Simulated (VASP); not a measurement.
Here is a VASP 6.6.1 calculation.

INCAR

```
PREC = Accurate
ENCUT = 520
EDIFF = 1E-6
ISMEAR = -1
SIGMA = 0.15
LREAL = False
LASPH = True
NELM = 100
ALGO = Normal
ISIF = 2
LWAVE = False
LCHARG = True
GGA = PS
LELF = True
LVHAR = True
NBANDS = 12
```

File KPOINTS:

```
regular mesh
0
Gamma
  9 9 9
```

The input POSCAR:

```
Hg
1.0
   -1.9195431500      1.9195431500      1.9605663976
    1.9195431500     -1.9195431500      1.9605663976
    1.9195431500      1.9195431500     -1.9605663976
Hg
1
Direct
    0.5000000000      0.5000000000      0.0000000000
```

Potentials or basis: VASP PAW PBE potentials, release 64 (Hg).

The run is started by

```console
$ cat potpaw_PBE.64/Hg/POTCAR > POTCAR
$ mpirun -np 1 vasp_std > vasp.out
```

Predict the band gap on the k mesh.

zero (band 6 reaches 2.11 eV, above the bottom of band 7 at 0.79 eV).

Estimate the pressure.

-3.2 GPa.

Stress tensor (GPa, compression positive):
```
-3.13  0.00  0.00
 0.00 -3.13  0.00
 0.00  0.00 -3.21
```

Caveat: the PAW data sets were made with another functional, which shifts forces and pressure a little; spin-orbit coupling is left out, which moves the levels of the heavy elements.
